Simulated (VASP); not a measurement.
A run of VASP 6.6.1 is set up as follows.

INCAR

```
SYSTEM = AgCl
  PREC = Accurate
  ENCUT = 520
  EDIFF = 1E-7
  ISMEAR = -1
  SIGMA = 0.02
  LREAL = .FALSE.
  LASPH = .TRUE.
  NELM = 100
  ALGO = Normal
  ISIF = 2
  LWAVE = .FALSE.
  LCHARG = .TRUE.
  GGA = PE
  LELF = .TRUE.
  LVHAR = .TRUE.
  NBANDS = 16
```

File KPOINTS:

```
regular mesh
0
G
  8 8 8
  0 0 0
```

The input POSCAR:

```
AgCl
1.0
   -0.1967180865      2.6879477154      2.6879477154
    2.6879477154     -0.1967180865      2.6879477154
    2.6879477154      2.6879477154     -0.1967180865
Ag Cl
1 1
Direct
    0.0000000000      0.0000000000      0.0000000000
    0.5000000000      0.5000000000      0.5000000000
```

Potentials or basis: VASP PAW PBE potentials, release 64 (Ag, Cl).

Run with:

```bash
$ cat potpaw_PBE.64/Ag/POTCAR potpaw_PBE.64/Cl/POTCAR > POTCAR
$ mpirun -np 1 vasp_std > vasp.out
```

Problem. Estimate the pressure.

Solution. 0.7 GPa.

Problem. Predict the band gap on the k mesh.

Solution. 0.82 eV, indirect (least direct gap 2.84 eV).

Stress tensor (GPa, compression positive):
```
0.71 0.38 0.38
0.38 0.71 0.38
0.38 0.38 0.71
```

Caveat: the cell differs from its parent crystal (epitaxial 111 strain +4.0%). A k mesh can miss the band edges.
